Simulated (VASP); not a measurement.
# Si (Fd-3m) in VASP: G0W0 quasiparticle levels with PBE

Aim: the G0W0 quasiparticle levels of Si with PBE.

All numbers are computed with VASP 6.6.1; they aren't measurements. Logs are shortened: lines on timing, memory, paths and dates and some standing lists are left out, and cuts for length are marked.

### Step 1. The cell of the first run

Symmetry: Fd-3m, No. 227, cubic system. Conventional cell: a = 5.470 Å, b = 5.470 Å, c = 5.470 Å, α = 90.00°, β = 90.00°, γ = 90.00°. Si (site symmetry -43m) has 4 Si at 2.37 Å within 3.1 Å.

### Step 2. G0W0 quasiparticle levels, PBE

The input, POSCAR:

```
Si
1.0
    0.0000000000      2.7350468793      2.7350468793
    2.7350468793      0.0000000000      2.7350468793
    2.7350468793      2.7350468793      0.0000000000
Si
2
Direct
    0.7500000000      0.7500000000      0.7500000000
    0.5000000000      0.5000000000      0.5000000000
```

The input, INCAR.step1:

```
SYSTEM = Si
ALGO = Normal
EDIFF = 1E-8
ENCUT = 500
GGA = PE
ISMEAR = 0
LASPH = .True.
LCHARG = .False.
LREAL = .False.
LWAVE = .True.
NELM = 100
PREC = Accurate
SIGMA = 0.01
```

The input, INCAR.step2:

```
SYSTEM = Si
ALGO = Exact
EDIFF = 1E-8
ENCUT = 500
GGA = PE
ISMEAR = 0
ISTART = 1
LASPH = .True.
LCHARG = .False.
LOPTICS = .True.
LREAL = .False.
LWAVE = .True.
NBANDS = 174
NELM = 1
PREC = Accurate
SIGMA = 0.01
```

The input, INCAR.step3:

```
SYSTEM = Si
ALGO = EVGW0
EDIFF = 1E-8
ENCUT = 500
ENCUTGW = 150.0
GGA = PE
ISMEAR = 0
ISTART = 1
LASPH = .True.
LCHARG = .False.
LREAL = .False.
LWAVE = .False.
NBANDS = 174
NBANDSGW = 12
NELMGW = 1
NOMEGA = 96
OMEGAMAX = 20
PREC = Accurate
PRECFOCK = Fast
SIGMA = 0.01
```

The input, KPOINTS:

```
k-points
0
Gamma
  4 4 4
  0 0 0
```

Potentials or basis: VASP PAW PBE potentials, release 64 (Si_GW).

Launch:

```sh
cat potpaw_PBE.64/Si_GW/POTCAR > POTCAR
cp INCAR.step1 INCAR
mpirun -np 1 vasp_std > vasp.out
cp INCAR.step2 INCAR
mpirun -np 1 vasp_std > vasp.out
cp INCAR.step3 INCAR
mpirun -np 1 vasp_std > vasp.out
```

OUTCAR:

```text
SYSTEM = Si
   EDIFF = 1E-8
   ENCUT = 500
   ENCUTGW = 150.0
   GGA = PE
   ISMEAR = 0
   ISTART = 1
   LASPH = .True.
   LREAL = .False.
   NELMGW = 1
   PREC = Accurate
   PRECFOCK = Fast

 ion  position               nearest neighbor table
   1  0.750  0.750  0.750-   2 2.37   2 2.37   2 2.37   2 2.37
   2  0.500  0.500  0.500-   1 2.37   1 2.37   1 2.37   1 2.37

  LATTYP: Found a face centered cubic cell.
 ALAT       =     5.4700937586

  Lattice vectors:

 A1 = (   0.0000000000,   2.7350468793,   2.7350468793)
 A2 = (   2.7350468793,   0.0000000000,   2.7350468793)
 A3 = (   2.7350468793,   2.7350468793,   0.0000000000)

Analysis of symmetry for initial positions (statically):
=====================================================================
 Subroutine PRICEL returns:
 Original cell was already a primitive cell.

 Routine SETGRP: Setting up the symmetry group for a
 face centered cubic supercell.

 Subroutine GETGRP returns: Found 48 space group operations
 (whereof 24 operations were pure point group operations)
 out of a pool of 48 trial point group operations.

The static configuration has the point symmetry T_d .
 The point group associated with its full space group is O_h .

Analysis of symmetry for dynamics (positions and initial velocities):
=====================================================================
 Subroutine PRICEL returns:
 Original cell was already a primitive cell.

 Routine SETGRP: Setting up the symmetry group for a
 face centered cubic supercell.

 Subroutine GETGRP returns: Found 48 space group operations
 (whereof 24 operations were pure point group operations)
 out of a pool of 48 trial point group operations.

The dynamic configuration has the point symmetry T_d .
 The point group associated with its full space group is O_h .

 Subroutine INISYM returns: Found 48 space group operations
 (whereof 24 operations are pure point group operations),
 and found     1 'primitive' translations

----------------------------------------------------------------------------------------

                                     Primitive cell

  volume of cell :      40.9189

  direct lattice vectors                    reciprocal lattice vectors
     0.000000000  2.735046879  2.735046879    -0.182812223  0.182812223  0.182812223
     2.735046879  0.000000000  2.735046879     0.182812223 -0.182812223  0.182812223
     2.735046879  2.735046879  0.000000000     0.182812223  0.182812223 -0.182812223

  length of vectors
     3.867940390  3.867940390  3.867940390     0.316640058  0.316640058  0.316640058

  position of ions in fractional coordinates (direct lattice)
     0.750000000  0.750000000  0.750000000
     0.500000000  0.500000000  0.500000000

  ion indices of the primitive-cell ions
   primitive index   ion index
                 1           1
                 2           2

----------------------------------------------------------------------------------------

 KPOINTS: k-points

Automatic generation of k-mesh.
 Grid dimensions read from file:
 generate k-points for:    4    4    4

 Generating k-lattice:

  Cartesian coordinates                     Fractional coordinates (reciprocal lattice)
    -0.045703056  0.045703056  0.045703056     0.250000000  0.000000000  0.000000000
     0.045703056 -0.045703056  0.045703056     0.000000000  0.250000000  0.000000000
     0.045703056  0.045703056 -0.045703056     0.000000000  0.000000000  0.250000000

  Length of vectors
     0.079160015  0.079160015  0.079160015

  Shift w.r.t. Gamma in fractional coordinates (k-lattice)
     0.000000000  0.000000000  0.000000000

 Subroutine IBZKPT returns following result:
 ===========================================

 Found      8 irreducible k-points:

 Following reciprocal coordinates:
            Coordinates               Weight
  0.000000  0.000000  0.000000      1.000000
  0.250000  0.000000  0.000000      8.000000
  0.500000  0.000000  0.000000      4.000000
  0.250000  0.250000  0.000000      6.000000
  0.500000  0.250000  0.000000     24.000000
 -0.250000  0.250000  0.000000     12.000000
  0.500000  0.500000  0.000000      3.000000
 -0.250000  0.500000  0.250000      6.000000
   k-points           NKPTS =      8   k-points in BZ     NKDIM =     64   number of bands    NBANDS=    174
   number of dos      NEDOS =    301   number of ions     NIONS =      2
   total plane-waves  NPLWV =  21952
   dimension x,y,z NGX =    28 NGY =   28 NGZ =   28
   dimension x,y,z NGXF=    56 NGYF=   56 NGZF=   56
   ions per type =               2
   NGX,Y,Z   is equivalent  to a cutoff of  12.03, 12.03, 12.03 a.u.
   NGXF,Y,Z  is equivalent  to a cutoff of  24.07, 24.07, 24.07 a.u.
 SYSTEM =  Si
   PREC   = accura    normal or accurate (medium, high low for compatibility)
   ISTART =      1    job   : 0-new  1-cont  2-samecut
   ICHARG =      0    charge: 1-file 2-atom 10-const
   ISPIN  =      1    spin polarized calculation?
   LNONCOLLINEAR =      F non collinear calculations
   LSORBIT =      F    spin-orbit coupling
   LASPH  =      T    aspherical Exc in radial PAW
   ENCUT  =  500.0 eV  36.75 Ry    6.06 a.u.   7.05  7.05  7.05*2*pi/ulx,y,z
   NELM   =     60;   NELMIN=  2; NELMDL=  0     # of ELM steps
   EDIFF  = 0.1E-07   stopping-criterion for ELM
   LREAL  =      F    real-space projection
   EDIFFG = 0.1E-06   stopping-criterion for IOM
   NSW    =      0    number of steps for IOM
   IBRION =     -1    ionic relax: 0-MD 1-quasi-New 2-CG
   NFREE  =      0    steps in history (QN), initial steepest desc. (CG)
   ISIF   =      0    stress and relaxation
   ISYM   =      3    0-nonsym 1-usesym 2-fastsym
   POTIM  = 0.5000    time-step for ionic-motion
   TEBEG  =    0.0;   TEEND  =   0.0 temperature during run
   PSTRESS=    0.0 pullay stress
   NELECT =       8.0000    total number of electrons
   NUPDOWN=      -1.0000    fix difference up-down
   EMIN   =  10.00;   EMAX   =-10.00  energy-range for DOS
   EFERMI =   0.00;   METHOD = LEGACY
   ISMEAR =     0;   SIGMA  =   0.01  broadening in eV -4-tet -1-fermi 0-gaus
   EFERMI_NEDOS =   21; number of points for ismear=-14 and -15
   IALGO  =     38    algorithm
   IMIX   =      4    mixing-type and parameters
     AMIX     =   0.40;   BMIX     =  1.00
     AMIX_MAG =   1.60;   BMIX_MAG =  1.00
  volume/ion in A,a.u.               =      20.46       138.07
  Fermi-wavevector in a.u.,A,eV,Ry     =   0.950160  1.795542 12.283393  0.902804
  Thomas-Fermi vector in A             =   2.078511
   LORBIT       =      0    0 simple, 1 ext, 2 COOP (PROOUT), +10 PAW based schemes
   GGA     = PE    functional components
   LHFCALC =     T    Hartree Fock is set to
   PRECFOCK=fast      Normal, Fast or Accurate (Low or Medium for compatibility)
   ENCUT4O =  -1.0   cutoff for four orbital integrals eV
   NKREDX  =     1    reduce k-point grid by
   NKREDY  =     1    reduce k-point grid by
   NKREDZ  =     1    reduce k-point grid by
   AEXX    =    1.0000 exact exchange contribution
   HFSCREEN=    0.0000 screening length (either q_TF or 0.3 A-1)
   HFSCREENC=   0.0000 screening length for correlation (either q_TF or 0.3 A-1)
   ENCUTFOCK=  -1.0 apply spherical cutoff to Coloumb kernel
   IVDW    =     0    specifies the selected vdW correction
   LEPSILON=     F    determine dielectric tensor
   LRPA    =     F    only Hartree local field effects (RPA)
   LRPAFORCE           =     F    calculate RPA forces
   ENCUTGW             = 150.0    cutoff for response function in eV
   ENCUTGWSOFT         = 120.0    soft cutoff for Coulomb kernel in GW response function in eV
   ENCUTLF             =  -1.0    cutoff for local field effects
   NELMGW              =     1    number of iterations in solving QP/BSE equation
   NELMHF              =     1    number of iterations in the inner HF iteration
   NKREDLFX            =     1    NKREDLFY  =   1   NKREDLFZ  =   1
 non-spin polarized calculation
 Gauss-broadening in eV      SIGMA  =   0.01
  energy-cutoff  :      500.00
  volume of cell :       40.92
 maximum number of plane-waves:      1056
  NGX = 16; NGY = 16; NGZ = 16
   NGX = 15   NGY = 15   NGZ = 15
 maximum number of plane-waves:       176

 QP shifts <psi_nk| G(iteration)W_0 |psi_nk>: iteration 1
 for sc-GW calculations column KS-energies equals QP-energies in previous step
 and V_xc(KS)=  KS-energies - (<T + V_ion + V_H > + <T+V_H+V_ion>^1  + <V_x>^1)

 k-point   1 :       0.0000    0.0000    0.0000
  band No.  KS-energies  QP-energies   sigma(KS)   V_xc(KS)     V^pw_x(r,r')   Z            occupation Imag(sigma)

      1      -6.5258      -6.9791     -11.0721     -10.4119     -17.4068       0.6865       2.0000       1.1328
      2       5.2965       4.7585     -12.0714     -11.3618     -12.9683       0.7583       2.0000       0.0242
      3       5.2965       4.7585     -12.0714     -11.3618     -12.9683       0.7583       2.0000       0.0242
      4       5.2965       4.7585     -12.0714     -11.3618     -12.9683       0.7583       2.0000       0.0242
      5       7.8320       7.9282      -9.9205     -10.0482      -5.5358       0.7534       0.0000      -0.0701
      6       7.8320       7.9282      -9.9205     -10.0482      -5.5358       0.7534       0.0000      -0.0701
      7       7.8320       7.9282      -9.9205     -10.0482      -5.5358       0.7534       0.0000      -0.0701
      8       8.4118       8.6251     -10.7530     -11.0381      -5.9101       0.7482       0.0000      -0.0850
      9      12.9880      13.1298      -9.7501      -9.9413      -4.1549       0.7418       0.0000      -0.2164
     10      12.9880      13.1298      -9.7501      -9.9413      -4.1549       0.7418       0.0000      -0.2164
     11      13.1677      12.8964      -7.9967      -7.6457      -2.5611       0.7731       0.0000      -0.2789
     12      16.4510      16.2076      -8.5820      -8.2593      -2.2119       0.7547       0.0000      -0.5884

 k-point   2 :       0.2500    0.0000    0.0000
  band No.  KS-energies  QP-energies   sigma(KS)   V_xc(KS)     V^pw_x(r,r')   Z            occupation Imag(sigma)
[... 97 lines left out ...]
      1      -2.3022      -2.7676     -11.6269     -10.9475     -16.0155       0.6850       2.0000       0.4653
      2      -2.3022      -2.7676     -11.6269     -10.9475     -16.0155       0.6850       2.0000       0.4653
      3       1.5227       0.9388     -10.7688      -9.9746     -12.8493       0.7353       2.0000       0.0889
      4       1.5227       0.9388     -10.7688      -9.9746     -12.8493       0.7353       2.0000       0.0889
      5       9.5590       9.5129      -9.5740      -9.5131      -4.8424       0.7561       0.0000      -0.1029
      6       9.5590       9.5129      -9.5740      -9.5131      -4.8424       0.7561       0.0000      -0.1029
      7      10.2074      10.3112      -9.9411     -10.0807      -4.6734       0.7436       0.0000      -0.1474
      8      10.2074      10.3112      -9.9411     -10.0807      -4.6734       0.7436       0.0000      -0.1474
      9      15.7333      15.7798     -10.5896     -10.6535      -3.8715       0.7266       0.0000      -0.5390
     10      15.7333      15.7798     -10.5896     -10.6535      -3.8715       0.7266       0.0000      -0.5390
     11      18.1447      18.1967     -10.3044     -10.3756      -3.3743       0.7307       0.0000      -0.7299
     12      18.1447      18.1967     -10.3044     -10.3756      -3.3743       0.7307       0.0000      -0.7299
```

Run time: 5.2 min. Hardware: 1 thread of AMD EPYC, shared host; peak memory 0.4 GiB.

Results:

```
Quasiparticle gap                                   : 1.23 eV
Least direct quasiparticle gap                      : 3.17 eV
Band gap of the starting levels on the mesh         : 0.74 eV
Least direct gap of the starting levels on the mesh : 2.54 eV
```

Caveat: the k points lie up to 0.50 Å⁻¹ apart; bands, screening cutoff and mesh are small and nothing is extrapolated, so the quasiparticle values aren't converged.
